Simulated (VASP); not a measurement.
# Sn (Fd-3m) in VASP: settings compared, part 2 of 2

VASP 6.6.1.

**4. Single point, PBEsol**

This run uses another cell than the first one, of 34.99 Å³/atom.

The input, INCAR:

```
PREC = Accurate
ENCUT = 520
EDIFF = 1E-6
ISMEAR = 0
SIGMA = 0.1
LREAL = False
LASPH = True
NELM = 60
ALGO = Normal
ISIF = 2
LWAVE = False
LCHARG = True
GGA = PS
LELF = True
LVHAR = True
NBANDS = 21
ISYM = 0
```

The input, KPOINTS:

```
Automatic mesh
0
Gamma
  8 8 11
```

The input, POSCAR:

```
Sn
1.0
    4.6255804284      0.0000000000      0.0000000000
    0.0000000000      4.6255804284      0.0000000000
    2.3127902142      2.3127902142      3.2707792878
Sn
2
Direct
    0.5000000000      0.5000000000      0.0000000000
    0.7500000000      0.2500000000      0.5000000000
```

Potentials or basis: VASP PAW PBE potentials, release 64 (Sn_d).

The run is started by

```
$ cat potpaw_PBE.64/Sn_d/POTCAR > POTCAR
$ mpirun -np 1 vasp_std > vasp.out
```

OUTCAR:

```text
PREC = Accurate
   ENCUT = 520
   EDIFF = 1E-6
   ISMEAR = 0
   LREAL = False
   LASPH = True
   NELM = 60
   ISIF = 2
   GGA = PS
   ISYM = 0

 ion  position               nearest neighbor table
   1  0.500  0.500  0.000-   2 2.83   2 2.83   2 2.83   2 2.83
   2  0.750  0.250  0.500-   1 2.83   1 2.83   1 2.83   1 2.83

IMPORTANT INFORMATION: All symmetrisations will be switched off!
NOSYMM: (Re-)initialisation of all symmetry stuff for point group C_1.

----------------------------------------------------------------------------------------

                                     Primitive cell

  volume of cell :      69.9816

  direct lattice vectors                    reciprocal lattice vectors
     4.625580428  0.000000000  0.000000000     0.216189085  0.000000000 -0.152868768
     0.000000000  4.625580428  0.000000000     0.000000000  0.216189085 -0.152868768
     2.312790214  2.312790214  3.270779288     0.000000000  0.000000000  0.305737536

  length of vectors
     4.625580428  4.625580428  4.625580428     0.264776473  0.264776473  0.305737536

  position of ions in fractional coordinates (direct lattice)
     0.500000000  0.500000000  0.000000000
     0.750000000  0.250000000  0.500000000

  ion indices of the primitive-cell ions
   primitive index   ion index
                 1           1
                 2           2

----------------------------------------------------------------------------------------

 KPOINTS: Automatic mesh

Automatic generation of k-mesh.
 Grid dimensions read from file:
 generate k-points for:    8    8   11

 Generating k-lattice:

  Cartesian coordinates                     Fractional coordinates (reciprocal lattice)
     0.027023636  0.000000000 -0.019108596     0.125000000  0.000000000  0.000000000
     0.000000000  0.027023636 -0.019108596     0.000000000  0.125000000  0.000000000
     0.000000000  0.000000000  0.027794321     0.000000000  0.000000000  0.090909091

  Length of vectors
     0.033097059  0.033097059  0.027794321

  Shift w.r.t. Gamma in fractional coordinates (k-lattice)
     0.000000000  0.000000000  0.000000000

 -----------------------------------------------------------------------------
|                                                                             |
|           W    W    AA    RRRRR   N    N  II  N    N   GGGG   !!!           |
|           W    W   A  A   R    R  NN   N  II  NN   N  G    G  !!!           |
|           W    W  A    A  R    R  N N  N  II  N N  N  G       !!!           |
|           W WW W  AAAAAA  RRRRR   N  N N  II  N  N N  G  GGG   !            |
|           WW  WW  A    A  R   R   N   NN  II  N   NN  G    G                |
|           W    W  A    A  R    R  N    N  II  N    N   GGGG   !!!           |
|                                                                             |
|     Your reciprocal lattice and k-lattice belong to different lattice       |
|     classes:                                                                |
|                                                                             |
|        The reciprocal lattice is body-centered cubic,                       |
|        whereas your k-lattice is base-centered monoclinic.                  |
|                                                                             |
|     Results are often still useful ...                                      |
|                                                                             |
 -----------------------------------------------------------------------------

 WARNING: IBZKPT: internal override: KBLOWUP is changed to .FALSE.
      ... skipping the blow-up phase ...

 Subroutine IBZKPT returns following result:
 ===========================================

 Found    354 irreducible k-points:

 Following reciprocal coordinates:
            Coordinates               Weight
  0.000000  0.000000  0.000000      1.000000
  0.125000  0.000000  0.000000      2.000000
  0.250000  0.000000  0.000000      2.000000
  0.375000  0.000000  0.000000      2.000000
  0.500000  0.000000  0.000000      1.000000
  0.000000  0.125000  0.000000      2.000000
[... 16 lines left out ...]
  0.125000  0.375000  0.000000      2.000000
  0.250000  0.375000  0.000000      2.000000
 [... further k-points ...]
   k-points           NKPTS =    354   k-points in BZ     NKDIM =    354   number of bands    NBANDS=     21
   number of dos      NEDOS =    301   number of ions     NIONS =      2
   total plane-waves  NPLWV =  46656
   dimension x,y,z NGX =    36 NGY =   36 NGZ =   36
   dimension x,y,z NGXF=    72 NGYF=   72 NGZF=   72
   ions per type =               2
   NGX,Y,Z   is equivalent  to a cutoff of  12.94, 12.94, 12.94 a.u.
   NGXF,Y,Z  is equivalent  to a cutoff of  25.88, 25.88, 25.88 a.u.
 SYSTEM =  unknown system
   PREC   = accura    normal or accurate (medium, high low for compatibility)
   ISTART =      0    job   : 0-new  1-cont  2-samecut
   ICHARG =      2    charge: 1-file 2-atom 10-const
   ISPIN  =      1    spin polarized calculation?
   LNONCOLLINEAR =      F non collinear calculations
   LSORBIT =      F    spin-orbit coupling
   LASPH  =      T    aspherical Exc in radial PAW
   ENCUT  =  520.0 eV  38.22 Ry    6.18 a.u.   8.60  8.60  8.60*2*pi/ulx,y,z
   NELM   =     60;   NELMIN=  2; NELMDL= -5     # of ELM steps
   EDIFF  = 0.1E-05   stopping-criterion for ELM
   LREAL  =      F    real-space projection
   EDIFFG = 0.1E-04   stopping-criterion for IOM
   NSW    =      0    number of steps for IOM
   IBRION =     -1    ionic relax: 0-MD 1-quasi-New 2-CG
   NFREE  =      0    steps in history (QN), initial steepest desc. (CG)
   ISIF   =      2    stress and relaxation
   ISYM   =      0    0-nonsym 1-usesym 2-fastsym
   POTIM  = 0.5000    time-step for ionic-motion
   TEBEG  =    0.0;   TEEND  =   0.0 temperature during run
   PSTRESS=    0.0 pullay stress
   NELECT =      28.0000    total number of electrons
   NUPDOWN=      -1.0000    fix difference up-down
   EMIN   =  10.00;   EMAX   =-10.00  energy-range for DOS
   EFERMI =   0.00;   METHOD = LEGACY
   ISMEAR =     0;   SIGMA  =   0.10  broadening in eV -4-tet -1-fermi 0-gaus
   EFERMI_NEDOS =   21; number of points for ismear=-14 and -15
   IALGO  =     38    algorithm
   IMIX   =      4    mixing-type and parameters
     AMIX     =   0.40;   BMIX     =  1.00
     AMIX_MAG =   1.60;   BMIX_MAG =  1.00
  volume/ion in A,a.u.               =      34.99       236.13
  Fermi-wavevector in a.u.,A,eV,Ry     =   1.206330  2.279634 19.799647  1.455233
  Thomas-Fermi vector in A             =   2.342001
   LORBIT       =      0    0 simple, 1 ext, 2 COOP (PROOUT), +10 PAW based schemes
   GGA     = PS    functional components
   LHFCALC =     F    Hartree Fock is set to
   AEXX    =    0.0000 exact exchange contribution
   IVDW    =     0    specifies the selected vdW correction
   LEPSILON=     F    determine dielectric tensor
   LRPA    =     F    only Hartree local field effects (RPA)
 non-spin polarized calculation
 Gauss-broadening in eV      SIGMA  =   0.10
  energy-cutoff  :      520.00
  volume of cell :       69.98
 maximum number of plane-waves:      1902
 NGX is ok and might be reduce to    36
   NGX = 17   NGY = 17   NGZ = 17

 number of electron      27.9999986 magnetization

 Free energy of the ion-electron system (eV)
  ---------------------------------------------------
  ext. energy  EPLUGINS =         0.00000000
  ---------------------------------------------------
  free energy    TOTEN  =        -8.46298649 eV

  energy without entropy =       -8.46191232  energy(sigma->0) =       -8.46244941

 E-fermi :   5.2036     XC(G=0):  -8.9613

 val. band max:        5.2014152857   @ k =   0.0000   0.1250   0.0909
 cond. band min:       5.2297273786   @ k =   0.0000   0.3750   0.0000
 fundamental gap:      0.0283120929
 Fermi energy:         5.2035827768

 k-point     1 :       0.0000    0.0000    0.0000
  band No.  band energies     occupation
      1     -16.3145      2.00000
      2     -16.3144      2.00000
      3     -16.3141      2.00000
      4     -16.2574      2.00000
      5     -16.2568      2.00000
      6     -15.9648      2.00000
[... 550 lines left out ...]
      5     -16.1510      2.00000
      6     -16.0838      2.00000
[... 13 lines left out ...]
     20      12.5659      0.00000
     21      14.2864      0.00000

 [... further k-points ...]

------------------------ aborting loop because EDIFF is reached ----------------------------------------

  FORCE on cell =-STRESS in cart. coord.  units (eV):
  Direction    XX          YY          ZZ          XY          YZ          ZX
  --------------------------------------------------------------------------------------
  -------------------------------------------------------------------------------------
  Total       -0.0351966     -0.0351997     -0.0489545      0.0009349      0.0154062      0.0154093
  in kB       -0.8058013     -0.8058722     -1.1207770      0.0214038      0.3527142      0.3527853
  external PRESSURE =      -0.9108169 kB  Pullay stress =       0.0000000 kB

 VOLUME and BASIS-vectors are now :
 -----------------------------------------------------------------------------
  energy-cutoff  :      520.00
  volume of cell :       69.98
      direct lattice vectors                 reciprocal lattice vectors
     4.625580428  0.000000000  0.000000000     0.216189085  0.000000000 -0.152868768
     0.000000000  4.625580428  0.000000000     0.000000000  0.216189085 -0.152868768
     2.312790214  2.312790214  3.270779288     0.000000000  0.000000000  0.305737536

 POSITION                                       TOTAL-FORCE (eV/Angst)
 -----------------------------------------------------------------------------------
      2.31279      2.31279      0.00000         0.005989     -0.005987     -0.000002
      4.62558      2.31279      1.63539        -0.005989      0.005987      0.000002
 -----------------------------------------------------------------------------------
    total drift:                                0.000003     -0.000002     -0.000002

  FREE ENERGIE OF THE ION-ELECTRON SYSTEM (eV)
  ---------------------------------------------------
  free  energy   TOTEN  =        -8.4629864909 eV

  energy  without entropy=       -8.4619123229  energy(sigma->0) =       -8.46244941
```

stdout:

```text
POSCAR found type information on POSCAR Sn
 POSCAR found :  1 types and       2 ions
 scaLAPACK will be used
 -----------------------------------------------------------------------------
|                                                                             |
|                                                                             |
[... 21 lines left out ...]
|     Results are often still useful ...                                      |
|                                                                             |
 -----------------------------------------------------------------------------

 POSCAR, INCAR and KPOINTS ok, starting setup
 FFT: planning ... GRIDC
 FFT: planning ... GRID_SOFT
 FFT: planning ... GRID
 WAVECAR not read
 entering main loop
```

Wall time 11 min (1 thread of Intel Xeon 8259CL, shared host); peak memory 0.51 GiB.

Results:

| Quantity | Value |
| --- | --- |
| Free energy | -8.4630 eV |
| Pressure | -0.1 GPa |
| Band gap on the k mesh | zero (bands 14 and 15 overlap by 0.19 eV) |

Caveat: the PAW data sets were made with another functional, which shifts forces and pressure a little; spin-orbit coupling is left out, which moves the levels of the heavy elements.

**5. Summary**

| task | level | cell | k mesh | cutoff (eV) | gap on the mesh (eV) | pressure (GPa) |
| --- | --- | --- | --- | --- | --- | --- |
| single point | r2SCAN | a = 4.448 Å, angles 60.0°, 2 atoms, atomic positions A | 12 × 12 × 12 | 520 | 0.35 | 7.5 |
| relaxation of cell and atoms | PBEsol | relaxed from a = 4.590 Å, angles 60.0°, 2 atoms, atomic positions A | 12 × 12 × 12 | 600 | none | 0.0 |
| single point | PBEsol | a = 4.626 Å, angles 60.0, 60.0, 90.0°, 2 atoms, atomic positions B | 8 × 8 × 11 | 520 | none | -0.1 |

Alike in all rows: potentials or basis VASP PAW PBE potentials, release 64 (Sn_d); no spin polarisation; smearing gaussian 0.1 eV.

Caveats: the PAW data sets were made with another functional, which shifts forces and pressure a little; spin-orbit coupling is left out, which moves the levels of the heavy elements; the cell stands under pressure (at least some runs); semilocal functionals underestimate gaps, and a narrow one can read as zero (at least some runs).

Total energies depend on the potentials used, so only differences within one code and one set of settings carry meaning.

The gap in the log of VASP goes by the Fermi energy; the results here count the filled bands.